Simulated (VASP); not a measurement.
# C (P1) in VASP: notebook, part 2 of 2

VASP 6.6.1. Earlier steps stand in the parts before.

## 3. Single point, r2SCAN

The COD entry that gives the cell may itself be a prediction, so a difference from it is no test against experiment.

POSCAR

```
C
1.0
   -2.5113391176      0.0000000000      0.0000000000
   -1.2556695588     -2.1748834734      0.0000000000
    0.5022678235      0.7249611578     10.3359979276
C
10
Direct
   -0.2374282199      0.0248178013      0.8741534038
    0.7576082199      0.9751821987      0.7252465962
    0.0709595963      0.1086959628      0.1257878883
    0.7492204037      0.8913040372      0.4736121117
    0.0759268588      0.1583685877      0.2748057630
    0.7442531412      0.8416314123      0.3245942370
    0.0975753178      0.3748531780      0.9242595341
    0.4226046822      0.6251468220      0.6751404659
    0.4026232557      0.4253325570      0.0756976711
    0.4175567443      0.5746674430      0.5237023289
```

INCAR.step1

```
SYSTEM = C
PREC = Accurate ; ENCUT = 520
ISMEAR = 0 ; SIGMA = 0.05
LREAL = .FALSE. ; LASPH = .TRUE.
NELM = 100 ; NBANDS = 31
GGA = PE ; ALGO = Normal
EDIFF = 1E-4 ; LWAVE = .TRUE.
LCHARG = .FALSE.
```

INCAR.step2

```
SYSTEM = C
PREC = Accurate ; ENCUT = 520
EDIFF = 1E-6 ; ISMEAR = 0
SIGMA = 0.05 ; LREAL = .FALSE.
LASPH = .TRUE. ; NELM = 100
ALGO = Normal ; ISIF = 2
LWAVE = .FALSE. ; LCHARG = .FALSE.
METAGGA = R2SCAN ; LMIXTAU = .TRUE.
NBANDS = 31 ; ISTART = 1
```

KPOINTS

```
Automatic mesh
0
G
  10 10 3
  0 0 0
```

Potentials or basis: VASP PAW PBE potentials, release 64 (C).

The run is started by

```bash
cat potpaw_PBE.64/C/POTCAR > POTCAR
cp INCAR.step1 INCAR
mpirun -np 1 vasp_std > vasp.out
cp INCAR.step2 INCAR
mpirun -np 1 vasp_std > vasp.out
```

OUTCAR:

```text
SYSTEM = C
   PREC = Accurate
   ENCUT = 520
   EDIFF = 1E-6
   ISMEAR = 0
   LREAL = .FALSE.
   LASPH = .TRUE.
   NELM = 100
   ISIF = 2
   METAGGA = R2SCAN
   ISTART = 1

 ion  position               nearest neighbor table
   1  0.763  0.025  0.874-   2 1.54   7 1.54   7 1.54   7 1.54
   2  0.758  0.975  0.725-   1 1.54   8 1.54   8 1.54   8 1.54
   3  0.071  0.109  0.126-   9 1.54   9 1.54   9 1.54   5 1.54
   4  0.749  0.891  0.474-  10 1.54  10 1.54  10 1.54   6 1.54
   5  0.076  0.158  0.275-   6 1.54   6 1.54   6 1.54   3 1.54
   6  0.744  0.842  0.325-   5 1.54   5 1.54   5 1.54   4 1.54
   7  0.098  0.375  0.924-   1 1.54   1 1.54   1 1.54   9 1.74
   8  0.423  0.625  0.675-   2 1.54   2 1.54   2 1.54  10 1.57
   9  0.403  0.425  0.076-   3 1.54   3 1.54   3 1.54   7 1.74
  10  0.418  0.575  0.524-   4 1.54   4 1.54   4 1.54   8 1.57

  LATTYP: Found a triclinic cell.
 ALAT       =     2.5113391176
 B/A-ratio  =     1.7320508076
 C/A-ratio  =     4.1306876511
 COS(alpha) =     0.0069885491
 COS(beta)  =     0.0484180884
 COS(gamma) =     0.8660254038

  Lattice vectors:

 A1 = (  -2.5113391176,   0.0000000000,   0.0000000000)
 A2 = (  -3.7670086764,   2.1748834734,   0.0000000000)
 A3 = (  -0.5022678235,  -0.7249611578, -10.3359979276)

Analysis of symmetry for initial positions (statically):
=====================================================================
 Subroutine PRICEL returns:
 Original cell was already a primitive cell.

 Routine SETGRP: Setting up the symmetry group for a
 triclinic supercell.

 Subroutine GETGRP returns: Found  1 space group operations
 (whereof  1 operations were pure point group operations)
 out of a pool of  2 trial point group operations.

The static configuration has the point symmetry C_1 .

Analysis of symmetry for dynamics (positions and initial velocities):
=====================================================================
 Subroutine PRICEL returns:
 Original cell was already a primitive cell.

 Routine SETGRP: Setting up the symmetry group for a
 triclinic supercell.

 Subroutine GETGRP returns: Found  1 space group operations
 (whereof  1 operations were pure point group operations)
 out of a pool of  2 trial point group operations.

The dynamic configuration has the point symmetry C_1 .

 Subroutine INISYM returns: Found  1 space group operations
 (whereof  1 operations are pure point group operations),
 and found     1 'primitive' translations

----------------------------------------------------------------------------------------

                                     Primitive cell

  volume of cell :      56.4539

  direct lattice vectors                    reciprocal lattice vectors
    -2.511339118  0.000000000  0.000000000    -0.398193933  0.229897374  0.003224975
    -1.255669559 -2.174883473  0.000000000     0.000000000 -0.459794749  0.032249748
     0.502267823  0.724961158 10.335997928     0.000000000  0.000000000  0.096749245

  length of vectors
     2.511339118  2.511339118 10.373557481     0.459806058  0.460924351  0.096749245

  position of ions in fractional coordinates (direct lattice)
     0.762571780  0.024817801  0.874153404
     0.757608220  0.975182199  0.725246596
     0.070959596  0.108695963  0.125787888
     0.749220404  0.891304037  0.473612112
     0.075926859  0.158368588  0.274805763
[... 49 lines left out ...]
  0.200000 -0.000000 -0.000000      2.000000
  0.300000 -0.000000 -0.000000      2.000000
  0.400000  0.000000 -0.000000      2.000000
  0.500000 -0.000000 -0.000000      1.000000
[... 16 lines left out ...]
 -0.400000  0.200000  0.000000      2.000000
 -0.300000  0.200000  0.000000      2.000000
 [... further k-points ...]
   k-points           NKPTS =    152   k-points in BZ     NKDIM =    152   number of bands    NBANDS=     31
   number of dos      NEDOS =    301   number of ions     NIONS =     10
   total plane-waves  NPLWV =  32000
   dimension x,y,z NGX =    20 NGY =   20 NGZ =   80
   dimension x,y,z NGXF=    40 NGYF=   40 NGZF=  160
   ions per type =              10
   NGX,Y,Z   is equivalent  to a cutoff of  13.24, 13.24, 12.82 a.u.
   NGXF,Y,Z  is equivalent  to a cutoff of  26.48, 26.48, 25.64 a.u.
 SYSTEM =  C
   PREC   = accura    normal or accurate (medium, high low for compatibility)
   ISTART =      1    job   : 0-new  1-cont  2-samecut
   ICHARG =      0    charge: 1-file 2-atom 10-const
   ISPIN  =      1    spin polarized calculation?
   LNONCOLLINEAR =      F non collinear calculations
   LSORBIT =      F    spin-orbit coupling
   LASPH  =      T    aspherical Exc in radial PAW
   ENCUT  =  520.0 eV  38.22 Ry    6.18 a.u.   4.67  4.67 19.29*2*pi/ulx,y,z
   NELM   =    100;   NELMIN=  2; NELMDL=  0     # of ELM steps
   EDIFF  = 0.1E-05   stopping-criterion for ELM
   LREAL  =      F    real-space projection
   EDIFFG = 0.1E-04   stopping-criterion for IOM
   NSW    =      0    number of steps for IOM
   IBRION =     -1    ionic relax: 0-MD 1-quasi-New 2-CG
   NFREE  =      0    steps in history (QN), initial steepest desc. (CG)
   ISIF   =      2    stress and relaxation
   ISYM   =      2    0-nonsym 1-usesym 2-fastsym
   POTIM  = 0.5000    time-step for ionic-motion
   TEBEG  =    0.0;   TEEND  =   0.0 temperature during run
   PSTRESS=    0.0 pullay stress
   NELECT =      40.0000    total number of electrons
   NUPDOWN=      -1.0000    fix difference up-down
   EMIN   =  10.00;   EMAX   =-10.00  energy-range for DOS
   EFERMI =   0.00;   METHOD = LEGACY
   ISMEAR =     0;   SIGMA  =   0.05  broadening in eV -4-tet -1-fermi 0-gaus
   EFERMI_NEDOS =   21; number of points for ismear=-14 and -15
   IALGO  =     38    algorithm
   IMIX   =      4    mixing-type and parameters
     AMIX     =   0.40;   BMIX     =  1.00
     AMIX_MAG =   1.60;   BMIX_MAG =  1.00
  volume/ion in A,a.u.               =       5.65        38.10
  Fermi-wavevector in a.u.,A,eV,Ry     =   1.459476  2.758009 28.981357  2.130070
  Thomas-Fermi vector in A             =   2.576038
   LORBIT       =      0    0 simple, 1 ext, 2 COOP (PROOUT), +10 PAW based schemes
   METAGGA = R2SCAN    functional components
   LHFCALC =     F    Hartree Fock is set to
   AEXX    =    0.0000 exact exchange contribution
   IVDW    =     0    specifies the selected vdW correction
   LEPSILON=     F    determine dielectric tensor
   LRPA    =     F    only Hartree local field effects (RPA)
 non-spin polarized calculation
 Gauss-broadening in eV      SIGMA  =   0.05
  energy-cutoff  :      520.00
  volume of cell :       56.45
 maximum number of plane-waves:      1536
   NGX =  9   NGY =  9   NGZ = 39

 number of electron      39.9999996 magnetization

 Free energy of the ion-electron system (eV)
  ---------------------------------------------------
  ext. energy  EPLUGINS =         0.00000000
  ---------------------------------------------------
  free energy    TOTEN  =       -96.05834316 eV

  energy without entropy =      -96.05834316  energy(sigma->0) =      -96.05834316

 E-fermi :  10.6528     XC(G=0): -14.3067

 val. band max:       10.3536175537   @ k =   0.0000   0.0000   0.0000
 cond. band min:      12.8507041525   @ k =   0.5000  -0.0000   0.3333
 fundamental gap:      2.4970865989
 Fermi energy:        10.6527817976

 k-point     1 :       0.0000    0.0000    0.0000
  band No.  band energies     occupation
      1     -12.9684      2.00000
      2     -11.8808      2.00000
      3     -11.7651      2.00000
      4      -8.6218      2.00000
      5      -8.5106      2.00000
      6      -2.3649      2.00000
[... 805 lines left out ...]
     30      21.1226      0.00000
     31      22.0855      0.00000

 [... further k-points ...]
[... 5 lines left out ...]
  --------------------------------------------------------------------------------------
  -------------------------------------------------------------------------------------
  Total       -2.1666123      1.1456705      3.4387268      0.0096906      0.0104242     10.7155657
  in kB      -61.4890832     32.5144591     97.5920591      0.2750216      0.2958425    304.1108521
  external PRESSURE =      22.8724783 kB  Pullay stress =       0.0000000 kB

 VOLUME and BASIS-vectors are now :
 -----------------------------------------------------------------------------
  energy-cutoff  :      520.00
  volume of cell :       56.45
      direct lattice vectors                 reciprocal lattice vectors
    -2.511339118  0.000000000  0.000000000    -0.398193933  0.229897374  0.003224975
    -1.255669559 -2.174883473  0.000000000     0.000000000 -0.459794749  0.032249748
     0.502267823  0.724961158 10.335997928     0.000000000  0.000000000  0.096749245

 POSITION                                       TOTAL-FORCE (eV/Angst)
 -----------------------------------------------------------------------------------
     -1.50718      0.57975      9.03525        -0.053440      0.380492     -0.019968
     -2.76285     -1.59513      7.49615        -0.485285      0.107768     -0.224613
     -0.25151     -0.14521      1.30014         0.046441      0.381676      0.020349
     -2.76285     -1.59513      4.89525         0.050842      0.007599      0.013103
     -0.25151     -0.14521      2.84039         0.486816      0.110035      0.229606
     -2.76285     -1.59513      3.35501        -0.014339      0.000742     -0.010858
     -0.25151     -0.14521      9.55314        -4.667933     -0.498711     -1.019699
     -1.50718     -0.87017      6.97825         0.007443      0.002727      0.002300
     -1.50718     -0.87017      0.78241         4.675196     -0.498389      1.019477
     -1.50718     -0.87017      5.41299        -0.045742      0.006061     -0.009697
 -----------------------------------------------------------------------------------
    total drift:                                0.000099     -0.000037     -0.001363

  FREE ENERGIE OF THE ION-ELECTRON SYSTEM (eV)
  ---------------------------------------------------
  free  energy   TOTEN  =       -96.0583431572 eV

  energy  without entropy=      -96.0583431572  energy(sigma->0) =      -96.05834316
```

It took 15 min on 1 thread of Oxide Virtual Turin-like, shared host; peak memory 0.26 GiB.

What came out:

| Property | Result |
| --- | --- |
| Free energy | -96.0583 eV |
| Pressure | 2.3 GPa |
| Largest force | 4.811 eV/Å |
| Band gap on the k mesh | 2.50 eV, indirect (least direct gap 4.86 eV) |

Forces in eV/Å, atoms in the order of the input:
```
C   -0.053  0.380 -0.020
C   -0.485  0.108 -0.225
C    0.046  0.382  0.020
C    0.051  0.008  0.013
C    0.487  0.110  0.230
C   -0.014  0.001 -0.011
C   -4.668 -0.499 -1.020
C    0.007  0.003  0.002
C    4.675 -0.498  1.019
C   -0.046  0.006 -0.010
```

Caveat: the PAW data sets were made with another functional, which shifts forces and pressure a little.
